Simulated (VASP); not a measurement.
# As2H in VASP: single point with PBE+D3(BJ)

Aim: the single point of As2H with PBE+D3(BJ).

Everything below comes from runs of VASP 6.6.1. Logs are shortened: lines on timing, memory, paths and dates and some standing lists are left out, and cuts for length are marked.

## (1) The cell of the first run

The cell holds a slab with vacuum, 3 atoms: a = 3.571 Å, b = 3.571 Å, c = 18.398 Å, α = 90.00°, β = 90.00°, γ = 120.00°.

## (2) Single point, PBE+D3(BJ), collinear spin

Input file INCAR:

```
PREC = Accurate
ENCUT = 400
EDIFF = 1E-6
ISMEAR = 0
SIGMA = 0.05
LREAL = F
LASPH = T
NELM = 200
ALGO = Normal
ISIF = 2
LWAVE = F
LCHARG = T
ISPIN = 2
MAGMOM = 0 0 1
LORBIT = 11
LDIPOL = T
IDIPOL = 3
DIPOL = 0.5 0.5 0.314
GGA = PE
IVDW = 12
LELF = T
LVHAR = T
LVACPOTAV = T
NBANDS = 26
GGA_COMPAT = F
NELMDL = -8
```

Input file KPOINTS:

```
Automatic mesh
0
Gamma
  9 9 1
```

Input file POSCAR:

```
As2H
1.0
    3.5713387681      0.0000000000      0.0000000000
   -1.7856693841      3.0928700987      0.0000000000
    0.0000000000      0.0000000000     18.3976402524
As H
2 1
Direct
    0.3333333333      0.6666666667      0.2933876398
    0.6666666667      0.3333333333      0.2174191877
    0.5000000000      0.6666666667      0.4319923720
```

Potentials or basis: VASP PAW PBE potentials, release 64 (As_d, H).

Command:

```console
cat potpaw_PBE.64/As_d/POTCAR potpaw_PBE.64/H/POTCAR > POTCAR
mpirun -np 1 vasp_std > vasp.out
```

OUTCAR:

```text
PREC = Accurate
   ENCUT = 400
   EDIFF = 1E-6
   ISMEAR = 0
   LREAL = F
   LASPH = T
   NELM = 200
   ISIF = 2
   ISPIN = 2
   LORBIT = 11
   GGA = PE
   IVDW = 12
   NELMDL = -8
 IVDW          = 12

 ion  position               nearest neighbor table
   1  0.333  0.667  0.293-   2 2.49   2 2.49   2 2.49
   2  0.667  0.333  0.217-   1 2.49   1 2.49   1 2.49
   3  0.500  0.667  0.432-

  LATTYP: Found a hexagonal cell.
 ALAT       =     3.5713387681
 C/A-ratio  =     5.1514688040

  Lattice vectors:

 A1 = (   3.5713387681,   0.0000000000,   0.0000000000)
 A2 = (  -1.7856693841,   3.0928700987,   0.0000000000)
 A3 = (   0.0000000000,   0.0000000000,  18.3976402524)

Analysis of symmetry for initial positions (statically):
=====================================================================
 Subroutine PRICEL returns:
 Original cell was already a primitive cell.

 Routine SETGRP: Setting up the symmetry group for a
 hexagonal supercell.

 Subroutine GETGRP returns: Found  1 space group operations
 (whereof  1 operations were pure point group operations)
 out of a pool of 24 trial point group operations.

The static configuration has the point symmetry C_1 .

Analysis of symmetry for dynamics (positions and initial velocities):
=====================================================================
 Subroutine PRICEL returns:
 Original cell was already a primitive cell.

 Routine SETGRP: Setting up the symmetry group for a
 hexagonal supercell.

 Subroutine GETGRP returns: Found  1 space group operations
 (whereof  1 operations were pure point group operations)
 out of a pool of 24 trial point group operations.

The dynamic configuration has the point symmetry C_1 .

Analysis of structural, dynamic, and magnetic symmetry:
=====================================================================
 Subroutine PRICEL returns:
 Original cell was already a primitive cell.

 Routine SETGRP: Setting up the symmetry group for a
 hexagonal supercell.

 Subroutine GETGRP returns: Found  1 space group operations
 (whereof  1 operations were pure point group operations)
 out of a pool of 24 trial point group operations.

The overall configuration has the point symmetry C_1 .

 Subroutine INISYM returns: Found  1 space group operations
 (whereof  1 operations are pure point group operations),
 and found     1 'primitive' translations

----------------------------------------------------------------------------------------

                                     Primitive cell

  volume of cell :     203.2146

  direct lattice vectors                    reciprocal lattice vectors
     3.571338768  0.000000000  0.000000000     0.280007041  0.161662140  0.000000000
    -1.785669384  3.092870099  0.000000000     0.000000000  0.323324281  0.000000000
     0.000000000  0.000000000 18.397640252     0.000000000  0.000000000  0.054354797

  length of vectors
     3.571338768  3.571338768 18.397640252     0.323324281  0.323324281  0.054354797

  position of ions in fractional coordinates (direct lattice)
     0.333333333  0.666666667  0.293387640
     0.666666667  0.333333333  0.217419188
     0.500000000  0.666666667  0.431992372

  ion indices of the primitive-cell ions
   primitive index   ion index
                 1           1
                 2           2
                 3           3

----------------------------------------------------------------------------------------

 KPOINTS: Automatic mesh

Automatic generation of k-mesh.
 Grid dimensions read from file:
 generate k-points for:    9    9    1

 Generating k-lattice:

  Cartesian coordinates                     Fractional coordinates (reciprocal lattice)
     0.031111893  0.017962460  0.000000000     0.111111111  0.000000000  0.000000000
     0.000000000  0.035924920  0.000000000     0.000000000  0.111111111  0.000000000
     0.000000000  0.000000000  0.054354797     0.000000000  0.000000000  1.000000000

  Length of vectors
     0.035924920  0.035924920  0.054354797

  Shift w.r.t. Gamma in fractional coordinates (k-lattice)
     0.000000000  0.000000000  0.000000000

 Subroutine IBZKPT returns following result:
 ===========================================

 Found     41 irreducible k-points:

 Following reciprocal coordinates:
            Coordinates               Weight
  0.000000  0.000000  0.000000      1.000000
  0.111111 -0.000000  0.000000      2.000000
  0.000000  0.111111  0.000000      2.000000
 -0.111111  0.111111  0.000000      2.000000
  0.222222 -0.000000  0.000000      2.000000
  0.000000  0.222222  0.000000      2.000000
[... 16 lines left out ...]
  0.333333  0.111111  0.000000      2.000000
 -0.111111  0.444444  0.000000      2.000000
 [... further k-points ...]
   k-points           NKPTS =     41   k-points in BZ     NKDIM =     41   number of bands    NBANDS=     26
   number of dos      NEDOS =    301   number of ions     NIONS =      3
   total plane-waves  NPLWV =  69120
   dimension x,y,z NGX =    24 NGY =   24 NGZ =  120
   dimension x,y,z NGXF=    48 NGYF=   48 NGZF=  240
   ions per type =               2   1
   NGX,Y,Z   is equivalent  to a cutoff of  11.17, 11.17, 10.84 a.u.
   NGXF,Y,Z  is equivalent  to a cutoff of  22.34, 22.34, 21.69 a.u.
 SYSTEM =  unknown system
   PREC   = accura    normal or accurate (medium, high low for compatibility)
   ISTART =      0    job   : 0-new  1-cont  2-samecut
   ICHARG =      2    charge: 1-file 2-atom 10-const
   ISPIN  =      2    spin polarized calculation?
   LNONCOLLINEAR =      F non collinear calculations
   LSORBIT =      F    spin-orbit coupling
   LASPH  =      T    aspherical Exc in radial PAW
   ENCUT  =  400.0 eV  29.40 Ry    5.42 a.u.   5.82  5.82 30.00*2*pi/ulx,y,z
   NELM   =    200;   NELMIN=  2; NELMDL= -8     # of ELM steps
   EDIFF  = 0.1E-05   stopping-criterion for ELM
   LREAL  =      F    real-space projection
   EDIFFG = 0.1E-04   stopping-criterion for IOM
   NSW    =      0    number of steps for IOM
   IBRION =     -1    ionic relax: 0-MD 1-quasi-New 2-CG
   NFREE  =      0    steps in history (QN), initial steepest desc. (CG)
   ISIF   =      2    stress and relaxation
   ISYM   =      2    0-nonsym 1-usesym 2-fastsym
   POTIM  = 0.5000    time-step for ionic-motion
   TEBEG  =    0.0;   TEEND  =   0.0 temperature during run
   PSTRESS=    0.0 pullay stress
   NELECT =      31.0000    total number of electrons
   NUPDOWN=      -1.0000    fix difference up-down
   EMIN   =  10.00;   EMAX   =-10.00  energy-range for DOS
   EFERMI =   0.00;   METHOD = LEGACY
   ISMEAR =     0;   SIGMA  =   0.05  broadening in eV -4-tet -1-fermi 0-gaus
   EFERMI_NEDOS =   21; number of points for ismear=-14 and -15
   IALGO  =     38    algorithm
   IMIX   =      4    mixing-type and parameters
     AMIX     =   0.40;   BMIX     =  1.00
     AMIX_MAG =   1.60;   BMIX_MAG =  1.00
  volume/ion in A,a.u.               =      67.74       457.12
  Fermi-wavevector in a.u.,A,eV,Ry     =   0.874736  1.653012 10.410681  0.765163
  Thomas-Fermi vector in A             =   1.994309
   LORBIT       =     11    0 simple, 1 ext, 2 COOP (PROOUT), +10 PAW based schemes
   GGA     = PE    functional components
   LHFCALC =     F    Hartree Fock is set to
   AEXX    =    0.0000 exact exchange contribution
   IVDW    =    12    specifies the selected vdW correction
   LEPSILON=     F    determine dielectric tensor
   LRPA    =     F    only Hartree local field effects (RPA)
 spin polarized calculation
 Gauss-broadening in eV      SIGMA  =   0.05
  energy-cutoff  :      400.00
  volume of cell :      203.21
 maximum number of plane-waves:      3710
   NGX = 11   NGY = 11   NGZ = 61

 dipolmoment           0.000000      0.000000     -0.006663 electrons x Angstroem

 number of electron      31.0000005 magnetization       1.0000001

 dipolmoment           0.000000      0.000000      0.047189 electrons x Angstroem

 Free energy of the ion-electron system (eV)
  ---------------------------------------------------
  ext. energy  EPLUGINS =         0.00000000
  ---------------------------------------------------
  free energy    TOTEN  =       -10.50593773 eV

  energy without entropy =      -10.50593773  energy(sigma->0) =      -10.50593773

 E-fermi :  -3.2292     XC(G=0):  -3.3430

 val. band max:       -3.5645482303   @ k =  -0.1111   0.2222   0.0000
 cond. band min:      -2.4590753929   @ k =   0.3333  -0.0000   0.0000
 fundamental gap:      1.1054728374
 Fermi energy:        -3.2292233934

 spin component 1

 k-point     1 :       0.0000    0.0000    0.0000
  band No.  band energies     occupation
      1     -38.9753      1.00000
      2     -38.9739      1.00000
      3     -38.9336      1.00000
      4     -38.9325      1.00000
      5     -38.8963      1.00000
      6     -38.8539      1.00000
[... 18 lines left out ...]
     25       5.2427      0.00000
     26       6.3114      0.00000

 k-point     2 :       0.1111   -0.0000    0.0000
  band No.  band energies     occupation
      1     -38.9737      1.00000
      2     -38.9714      1.00000
      3     -38.9319      1.00000
      4     -38.9309      1.00000
      5     -38.8954      1.00000
      6     -38.8554      1.00000
[... 18 lines left out ...]
     25       5.3737      0.00000
     26       5.6309      0.00000

 k-point     3 :       0.0000    0.1111    0.0000
  band No.  band energies     occupation
      1     -38.9741      1.00000
      2     -38.9710      1.00000
      3     -38.9324      1.00000
      4     -38.9304      1.00000
      5     -38.8954      1.00000
      6     -38.8551      1.00000
[... 572 lines left out ...]
 k-point    23 :       0.3333    0.1111    0.0000
  band No.  band energies     occupation
      1     -38.9705      1.00000
      2     -38.9431      1.00000
      3     -38.9181      1.00000
      4     -38.9114      1.00000
      5     -38.8889      1.00000
      6     -38.8699      1.00000
[... 18 lines left out ...]
     25       5.9737      0.00000
     26       6.5138      0.00000

 k-point    24 :      -0.1111    0.4444    0.0000
  band No.  band energies     occupation
      1     -38.9711      1.00000
      2     -38.9428      1.00000
      3     -38.9187      1.00000
      4     -38.9107      1.00000
      5     -38.8888      1.00000
      6     -38.8693      1.00000
[... 18 lines left out ...]
     25       5.9683      0.00000
     26       6.3592      0.00000

 [... further k-points ...]

 spin component 2

 k-point     1 :       0.0000    0.0000    0.0000
  band No.  band energies     occupation
      1     -38.9651      1.00000
      2     -38.9624      1.00000
      3     -38.9235      1.00000
      4     -38.9200      1.00000
      5     -38.8886      1.00000
      6     -38.8427      1.00000
[... 18 lines left out ...]
     25       5.5310      0.00000
     26       6.4494      0.00000

 k-point     2 :       0.1111   -0.0000    0.0000
  band No.  band energies     occupation
      1     -38.9627      1.00000
      2     -38.9607      1.00000
      3     -38.9214      1.00000
      4     -38.9190      1.00000
      5     -38.8877      1.00000
      6     -38.8439      1.00000
[... 18 lines left out ...]
     25       5.6700      0.00000
     26       6.1466      0.00000

 k-point     3 :       0.0000    0.1111    0.0000
  band No.  band energies     occupation
      1     -38.9637      1.00000
      2     -38.9596      1.00000
      3     -38.9221      1.00000
      4     -38.9182      1.00000
      5     -38.8877      1.00000
      6     -38.8442      1.00000
[... 572 lines left out ...]
 k-point    23 :       0.3333    0.1111    0.0000
  band No.  band energies     occupation
      1     -38.9591      1.00000
      2     -38.9315      1.00000
      3     -38.9078      1.00000
      4     -38.9025      1.00000
      5     -38.8811      1.00000
      6     -38.8578      1.00000
[... 18 lines left out ...]
     25       6.1122      0.00000
     26       6.7455      0.00000

 k-point    24 :      -0.1111    0.4444    0.0000
  band No.  band energies     occupation
      1     -38.9603      1.00000
      2     -38.9305      1.00000
      3     -38.9092      1.00000
      4     -38.9000      1.00000
      5     -38.8791      1.00000
      6     -38.8595      1.00000
[... 18 lines left out ...]
     25       6.1416      0.00000
     26       6.6915      0.00000

 [... further k-points ...]

------------------------ aborting loop because EDIFF is reached ----------------------------------------

 Edisp (eV)   -0.48622

 E8    (eV) :    -0.2088

  FORCE on cell =-STRESS in cart. coord.  units (eV):
  Direction    XX          YY          ZZ          XY          YZ          ZX
  --------------------------------------------------------------------------------------
  -------------------------------------------------------------------------------------
  Total       0.02799     0.02618    -0.51430     0.06178     0.00443     0.03918
  in kB       0.22069     0.20645    -4.05486     0.48710     0.03493     0.30888
  external pressure =       -1.21 kB  Pullay stress =        0.00 kB

 VOLUME and BASIS-vectors are now :
 -----------------------------------------------------------------------------
  energy-cutoff  :      400.00
  volume of cell :      203.21
      direct lattice vectors                 reciprocal lattice vectors
     3.571338768  0.000000000  0.000000000     0.280007041  0.161662140  0.000000000
    -1.785669384  3.092870099  0.000000000     0.000000000  0.323324281  0.000000000
     0.000000000  0.000000000 18.397640252     0.000000000  0.000000000  0.054354797

 POSITION                                       TOTAL-FORCE (eV/Angst)
 -----------------------------------------------------------------------------------
     -0.00000      2.06191      5.39764         0.043631      0.001622      0.190204
      1.78567      1.03096      4.00000        -0.038098     -0.002170     -0.021928
      0.59522      2.06191      7.94764        -0.005533      0.000548     -0.168276
 -----------------------------------------------------------------------------------
    total drift:                                0.000027     -0.000000     -0.001097

  FREE ENERGIE OF THE ION-ELECTRON SYSTEM (eV)
  ---------------------------------------------------
  free  energy   TOTEN  =       -10.9921568927 eV

  energy  without entropy=      -10.9921568927  energy(sigma->0) =      -10.99215689

 vacuum level on the upper side and lower side of the slab         2.286         1.512

 total charge

# of ion       s       p       d       tot
------------------------------------------
    1        1.538   1.865  10.069  13.472
    2        1.532   1.887  10.066  13.486
    3        0.385   0.001   0.000   0.386
--------------------------------------------------
tot          3.456   3.753  20.136  27.344

 magnetization (x)

# of ion       s       p       d       tot
------------------------------------------
    1        0.027  -0.005   0.003   0.026
    2        0.001   0.067   0.001   0.069
    3        0.347   0.000   0.000   0.347
--------------------------------------------------
tot          0.375   0.062   0.004   0.442
```

It took 5.3 min on 1 thread of Intel Xeon Platinum 8488C (Sapphire Rapids), shared host; peak memory 0.43 GiB.

Results:

| Item | Value |
| --- | --- |
| Free energy | -10.9922 eV |
| Largest force | 0.195 eV/Å |
| Band gap on the k mesh | 1.11 eV (least direct gap 1.52 eV) |
| Net moment | 1.00 μB per cell |
| Site moments | As +0.03, +0.07; H +0.35 μB |
| Valence electrons inside the program's atomic spheres | As 13.47, 13.49; H 0.39 |
| Dispersion energy per atom | -0.162 eV |

Forces in eV/Å, atoms in the order of the input:
```
As   0.044  0.002  0.190
As  -0.038 -0.002 -0.022
H   -0.006  0.001 -0.168
```
